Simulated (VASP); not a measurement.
# Al3Au (I4/mmm) in VASP: single point with r2SCAN

Aim: the single point of Al3Au with r2SCAN.

Everything below comes from runs of VASP 6.6.1. Logs are shortened: lines on timing, memory, paths and dates and some standing lists are left out, and cuts for length are marked.

## (1) The cell of the first run

The structure is tetragonal, space group I4/mmm (No. 139). The conventional cell has a = 4.008 Å, b = 4.008 Å, c = 8.028 Å, α = 90.00°, β = 90.00°, γ = 90.00°. Within 3.7 Å of Al (site symmetry -4m2) lie 8 Al at 2.83 to 2.84 Å and 4 Au at 2.84 Å. Within 3.7 Å of Al (site symmetry 4/mmm) lie 4 Au at 2.83 Å and 8 Al at 2.84 Å. Au (site symmetry 4/mmm) has 12 Al at 2.83 to 2.84 Å within 3.7 Å.

## (2) Single point, r2SCAN (strained)

The input, POSCAR:

```
Al3Au
1.0
   -2.0039859902      2.0039859902      4.0138434360
    2.0039859902     -2.0039859902      4.0138434360
    2.0039859902      2.0039859902     -4.0138434360
Al Au
3 1
Direct
    0.7500000000      0.2500000000      0.5000000000
    0.2500000000      0.7500000000      0.5000000000
    0.5000000000      0.5000000000      0.0000000000
    0.0000000000      0.0000000000      0.0000000000
```

The input, INCAR.step1:

```
PREC = Accurate
ENCUT = 520
ISMEAR = 0
SIGMA = 0.1
LREAL = False
LASPH = True
NELM = 60
NBANDS = 18
GGA = PE
ALGO = Normal
EDIFF = 1E-4
LWAVE = True
LCHARG = False
```

The input, INCAR.step2:

```
PREC = Accurate
ENCUT = 520
EDIFF = 1E-6
ISMEAR = 0
SIGMA = 0.1
LREAL = False
LASPH = True
NELM = 60
ALGO = Normal
ISIF = 2
LWAVE = False
LCHARG = False
METAGGA = R2SCAN
LMIXTAU = True
NBANDS = 18
ISTART = 1
```

The input, KPOINTS:

```
Automatic mesh
0
Gamma
  14 14 14
```

Potentials or basis: VASP PAW PBE potentials, release 64 (Al, Au).

Started as:

```sh
> cat potpaw_PBE.64/Al/POTCAR potpaw_PBE.64/Au/POTCAR > POTCAR
> cp INCAR.step1 INCAR
> mpirun -np 1 vasp_std > vasp.out
> cp INCAR.step2 INCAR
> mpirun -np 1 vasp_std > vasp.out
```

OUTCAR:

```text
PREC = Accurate
   ENCUT = 520
   EDIFF = 1E-6
   ISMEAR = 0
   LREAL = False
   LASPH = True
   NELM = 60
   ISIF = 2
   METAGGA = R2SCAN
   ISTART = 1

 ion  position               nearest neighbor table
   1  0.750  0.250  0.500-   2 2.83   2 2.83   2 2.83   2 2.83   3 2.84   3 2.84   4 2.84   4 2.84
                             4 2.84   3 2.84   4 2.84   3 2.84
   2  0.250  0.750  0.500-   1 2.83   1 2.83   1 2.83   1 2.83   4 2.84   4 2.84   3 2.84   3 2.84
                             4 2.84   3 2.84   4 2.84   3 2.84
   3  0.500  0.500  0.000-   4 2.83   4 2.83   4 2.83   4 2.83   2 2.84   2 2.84   1 2.84   1 2.84
                             2 2.84   1 2.84   2 2.84   1 2.84
   4  0.000  0.000  0.000-   3 2.83   3 2.83   3 2.83   3 2.83   1 2.84   1 2.84   2 2.84   2 2.84
                             2 2.84   1 2.84   2 2.84   1 2.84

  LATTYP: Found a body centered tetragonal cell.
 ALAT       =     4.0079719804
 C/A-ratio  =     2.0029298885

  Lattice vectors:

 A1 = (  -2.0039859902,   2.0039859902,   4.0138434360)
 A2 = (   2.0039859902,  -2.0039859902,   4.0138434360)
 A3 = (   2.0039859902,   2.0039859902,  -4.0138434360)

Analysis of symmetry for initial positions (statically):
=====================================================================
 Subroutine PRICEL returns:
 Original cell was already a primitive cell.

 Routine SETGRP: Setting up the symmetry group for a
 body centered tetragonal supercell.

 Subroutine GETGRP returns: Found 16 space group operations
 (whereof 16 operations were pure point group operations)
 out of a pool of 16 trial point group operations.

The static configuration has the point symmetry D_4h.

Analysis of symmetry for dynamics (positions and initial velocities):
=====================================================================
 Subroutine PRICEL returns:
 Original cell was already a primitive cell.

 Routine SETGRP: Setting up the symmetry group for a
 body centered tetragonal supercell.

 Subroutine GETGRP returns: Found 16 space group operations
 (whereof 16 operations were pure point group operations)
 out of a pool of 16 trial point group operations.

The dynamic configuration has the point symmetry D_4h.

 Subroutine INISYM returns: Found 16 space group operations
 (whereof 16 operations are pure point group operations),
 and found     1 'primitive' translations

----------------------------------------------------------------------------------------

                                     Primitive cell

  volume of cell :      64.4777

  direct lattice vectors                    reciprocal lattice vectors
    -2.003985990  2.003985990  4.013843436     0.000000000  0.249502742  0.124568885
     2.003985990 -2.003985990  4.013843436     0.249502742  0.000000000  0.124568885
     2.003985990  2.003985990 -4.013843436     0.249502742  0.249502742  0.000000000

  length of vectors
     4.913538320  4.913538320  4.913538320     0.278870983  0.278870983  0.352850162

  position of ions in fractional coordinates (direct lattice)
     0.750000000  0.250000000  0.500000000
     0.250000000  0.750000000  0.500000000
     0.500000000  0.500000000  0.000000000
     0.000000000  0.000000000  0.000000000

  ion indices of the primitive-cell ions
   primitive index   ion index
                 1           1
                 2           2
                 3           3
                 4           4

----------------------------------------------------------------------------------------

 KPOINTS: Automatic mesh

Automatic generation of k-mesh.
 Grid dimensions read from file:
 generate k-points for:   14   14   14

 Generating k-lattice:

  Cartesian coordinates                     Fractional coordinates (reciprocal lattice)
     0.000000000  0.017821624  0.008897777     0.071428571  0.000000000 -0.000000000
     0.017821624  0.000000000  0.008897777     0.000000000  0.071428571 -0.000000000
     0.017821624  0.017821624  0.000000000     0.000000000  0.000000000  0.071428571

  Length of vectors
     0.019919356  0.019919356  0.025203583

  Shift w.r.t. Gamma in fractional coordinates (k-lattice)
     0.000000000  0.000000000  0.000000000

 Subroutine IBZKPT returns following result:
 ===========================================

 Found    244 irreducible k-points:

 Following reciprocal coordinates:
            Coordinates               Weight
  0.000000  0.000000  0.000000      1.000000
  0.071429  0.000000 -0.000000      8.000000
  0.142857  0.000000  0.000000      8.000000
  0.214286 -0.000000  0.000000      8.000000
  0.285714  0.000000  0.000000      8.000000
  0.357143  0.000000  0.000000      8.000000
[... 16 lines left out ...]
  0.214286  0.142857  0.000000     16.000000
  0.285714  0.142857  0.000000     16.000000
 [... further k-points ...]
   k-points           NKPTS =    244   k-points in BZ     NKDIM =    244   number of bands    NBANDS=     18
   number of dos      NEDOS =    301   number of ions     NIONS =      4
   total plane-waves  NPLWV =  64000
   dimension x,y,z NGX =    40 NGY =   40 NGZ =   40
   dimension x,y,z NGXF=    80 NGYF=   80 NGZF=   80
   ions per type =               3   1
   NGX,Y,Z   is equivalent  to a cutoff of  13.53, 13.53, 13.53 a.u.
   NGXF,Y,Z  is equivalent  to a cutoff of  27.07, 27.07, 27.07 a.u.
 SYSTEM =  unknown system
   PREC   = accura    normal or accurate (medium, high low for compatibility)
   ISTART =      1    job   : 0-new  1-cont  2-samecut
   ICHARG =      0    charge: 1-file 2-atom 10-const
   ISPIN  =      1    spin polarized calculation?
   LNONCOLLINEAR =      F non collinear calculations
   LSORBIT =      F    spin-orbit coupling
   LASPH  =      T    aspherical Exc in radial PAW
   ENCUT  =  520.0 eV  38.22 Ry    6.18 a.u.   9.14  9.14  9.14*2*pi/ulx,y,z
   NELM   =     60;   NELMIN=  2; NELMDL=  0     # of ELM steps
   EDIFF  = 0.1E-05   stopping-criterion for ELM
   LREAL  =      F    real-space projection
[... 7 lines left out ...]
   TEBEG  =    0.0;   TEEND  =   0.0 temperature during run
   PSTRESS=    0.0 pullay stress
   NELECT =      20.0000    total number of electrons
   NUPDOWN=      -1.0000    fix difference up-down
   EMIN   =  10.00;   EMAX   =-10.00  energy-range for DOS
   EFERMI =   0.00;   METHOD = LEGACY
   ISMEAR =     0;   SIGMA  =   0.10  broadening in eV -4-tet -1-fermi 0-gaus
   EFERMI_NEDOS =   21; number of points for ismear=-14 and -15
   IALGO  =     38    algorithm
   IMIX   =      4    mixing-type and parameters
     AMIX     =   0.40;   BMIX     =  1.00
     AMIX_MAG =   1.60;   BMIX_MAG =  1.00
  volume/ion in A,a.u.               =      16.12       108.78
  Fermi-wavevector in a.u.,A,eV,Ry     =   1.108192  2.094179 16.709164  1.228089
  Thomas-Fermi vector in A             =   2.244716
   LORBIT       =      0    0 simple, 1 ext, 2 COOP (PROOUT), +10 PAW based schemes
   METAGGA = R2SCAN    functional components
   LHFCALC =     F    Hartree Fock is set to
   AEXX    =    0.0000 exact exchange contribution
   IVDW    =     0    specifies the selected vdW correction
   LEPSILON=     F    determine dielectric tensor
   LRPA    =     F    only Hartree local field effects (RPA)
 non-spin polarized calculation
 Gauss-broadening in eV      SIGMA  =   0.10
  energy-cutoff  :      520.00
  volume of cell :       64.48
 maximum number of plane-waves:      1771
 NGX is ok and might be reduce to    40
   NGX = 19   NGY = 19   NGZ = 19

 number of electron      20.0000001 magnetization

 Free energy of the ion-electron system (eV)
  ---------------------------------------------------
  ext. energy  EPLUGINS =         0.00000000
  ---------------------------------------------------
  free energy    TOTEN  =       -71.21100383 eV

  energy without entropy =      -71.20498994  energy(sigma->0) =      -71.20799689

 E-fermi :   9.1739     XC(G=0): -11.8186

 val. band max:        9.1512063300   @ k =  -0.3571  -0.4286   0.3571
 cond. band min:       9.1769887026   @ k =  -0.3571   0.4286   0.1429
 fundamental gap:      0.0257823726
 Fermi energy:         9.1738684407

 k-point     1 :       0.0000    0.0000    0.0000
  band No.  band energies     occupation
      1      -2.9872      2.00000
      2       2.5669      2.00000
      3       2.6655      2.00000
      4       2.8483      2.00000
      5       2.8483      2.00000
      6       3.4039      2.00000
[... 10 lines left out ...]
     17      16.0160      0.00000
     18      16.0160      0.00000

 k-point     2 :       0.0714    0.0000   -0.0000
  band No.  band energies     occupation
      1      -2.9204      2.00000
      2       2.5733      2.00000
      3       2.6621      2.00000
      4       2.7973      2.00000
      5       2.8645      2.00000
      6       3.3756      2.00000
[... 10 lines left out ...]
     17      15.1931      0.00000
     18      15.7911      0.00000

 k-point     3 :       0.1429    0.0000    0.0000
  band No.  band energies     occupation
      1      -2.7209      2.00000
      2       2.5288      2.00000
      3       2.5755      2.00000
      4       2.8032      2.00000
      5       2.9089      2.00000
      6       3.3006      2.00000
[... 10 lines left out ...]
     17      14.1532      0.00000
     18      15.4047      0.00000

 k-point     4 :       0.2143   -0.0000    0.0000
  band No.  band energies     occupation
      1      -2.3915      2.00000
      2       2.2617      2.00000
      3       2.5440      2.00000
      4       2.9249      2.00000
      5       2.9638      2.00000
      6       3.2095      2.00000
[... 10 lines left out ...]
     17      14.4539      0.00000
     18      16.1512      0.00000

 k-point     5 :       0.2857    0.0000    0.0000
  band No.  band energies     occupation
      1      -1.9382      2.00000
      2       1.9232      2.00000
      3       2.4663      2.00000
      4       2.9744      2.00000
      5       3.0853      2.00000
      6       3.1690      2.00000
[... 10 lines left out ...]
     17      15.0819      0.00000
     18      17.5555      0.00000

 k-point     6 :       0.3571    0.0000    0.0000
  band No.  band energies     occupation
      1      -1.3719      2.00000
      2       1.4713      2.00000
      3       2.3272      2.00000
      4       2.9156      2.00000
      5       3.2094      2.00000
      6       3.2192      2.00000
[... 10 lines left out ...]
     17      16.3368      0.00000
     18      17.3258      0.00000

 k-point     7 :       0.4286   -0.0000    0.0000
  band No.  band energies     occupation
      1      -0.7178      2.00000
      2       0.8532      2.00000
      3       2.1859      2.00000
      4       2.8604      2.00000
      5       3.2474      2.00000
      6       3.2563      2.00000
[... 10 lines left out ...]
     17      16.3974      0.00000
     18      16.5312      0.00000

 k-point     8 :       0.5000    0.0000    0.0000
  band No.  band energies     occupation
      1      -0.1848      2.00000
      2       0.3158      2.00000
      3       2.1303      2.00000
      4       2.8399      2.00000
      5       3.2345      2.00000
      6       3.2747      2.00000
[... 10 lines left out ...]
     17      15.9601      0.00000
     18      16.2925      0.00000
[... 229 lines left out ...]
     17      15.0110      0.00000
     18      16.1209      0.00000

 k-point    20 :      -0.1429    0.0714    0.0000
  band No.  band energies     occupation
      1      -2.7075      2.00000
      2       2.5887      2.00000
      3       2.6200      2.00000
      4       2.7679      2.00000
      5       2.8531      2.00000
      6       3.2605      2.00000
[... 10 lines left out ...]
     17      14.0829      0.00000
     18      16.0368      0.00000

 k-point    21 :      -0.0714    0.0714    0.0000
  band No.  band energies     occupation
      1      -2.8803      2.00000
      2       2.5916      2.00000
      3       2.7046      2.00000
      4       2.7823      2.00000
      5       2.8088      2.00000
      6       3.3435      2.00000
[... 10 lines left out ...]
     17      14.3655      0.00000
     18      16.2206      0.00000

 k-point    22 :       0.1429    0.1429    0.0000
  band No.  band energies     occupation
      1      -2.3525      2.00000
      2       2.3814      2.00000
      3       2.4999      2.00000
      4       2.8072      2.00000
      5       2.9820      2.00000
      6       3.1993      2.00000
[... 10 lines left out ...]
     17      15.3246      0.00000
     18      17.1325      0.00000

 k-point    23 :       0.2143    0.1429    0.0000
  band No.  band energies     occupation
      1      -1.9769      2.00000
      2       2.1755      2.00000
      3       2.4466      2.00000
      4       2.8478      2.00000
      5       2.9999      2.00000
      6       3.1834      2.00000
[... 10 lines left out ...]
     17      16.6630      0.00000
     18      16.9588      0.00000

 k-point    24 :       0.2857    0.1429    0.0000
  band No.  band energies     occupation
      1      -1.4831      2.00000
      2       1.8588      2.00000
      3       2.3892      2.00000
      4       2.7794      2.00000
      5       3.0752      2.00000
      6       3.2382      2.00000
[... 10 lines left out ...]
     17      16.1356      0.00000
     18      16.8053      0.00000

 [... further k-points ...]
[... 5 lines left out ...]
  --------------------------------------------------------------------------------------
  -------------------------------------------------------------------------------------
  Total       -0.0233914     -0.0233914      0.1752664      0.0000000     -0.0000000     -0.0000000
  in kB       -0.5812419     -0.5812419      4.3551136      0.0000000     -0.0000000     -0.0000000
  external PRESSURE =       1.0642099 kB  Pullay stress =       0.0000000 kB

 VOLUME and BASIS-vectors are now :
 -----------------------------------------------------------------------------
  energy-cutoff  :      520.00
  volume of cell :       64.48
      direct lattice vectors                 reciprocal lattice vectors
    -2.003985990  2.003985990  4.013843436     0.000000000  0.249502742  0.124568885
     2.003985990 -2.003985990  4.013843436     0.249502742  0.000000000  0.124568885
     2.003985990  2.003985990 -4.013843436     0.249502742  0.249502742  0.000000000

 POSITION                                       TOTAL-FORCE (eV/Angst)
 -----------------------------------------------------------------------------------
      0.00000      2.00399      2.00692         0.000000     -0.000000      0.000000
      2.00399      0.00000      2.00692        -0.000000      0.000000     -0.000000
      0.00000      0.00000      4.01384         0.000000     -0.000000      0.000000
      0.00000      0.00000      0.00000         0.000000     -0.000000      0.000000
 -----------------------------------------------------------------------------------
    total drift:                               -0.000000     -0.000000      0.000000

  FREE ENERGIE OF THE ION-ELECTRON SYSTEM (eV)
  ---------------------------------------------------
  free  energy   TOTEN  =       -71.2110038298 eV

  energy  without entropy=      -71.2049899414  energy(sigma->0) =      -71.20799689
```

It took 37 min on 1 thread of Oxide Virtual Turin-like, shared host; peak memory 0.42 GiB.

Results:

```
Free energy            : -71.2110 eV
Pressure               : 0.1 GPa
Band gap on the k mesh : zero (bands 10 and 11 overlap by 3.81 eV)
```

Caveat: the cell differs from its parent crystal (strained); the PAW data sets were made with another functional, which shifts forces and pressure a little; spin-orbit coupling is left out, which moves the levels of the heavy elements.

The gap in the log of VASP goes by the Fermi energy; the results here count the filled bands.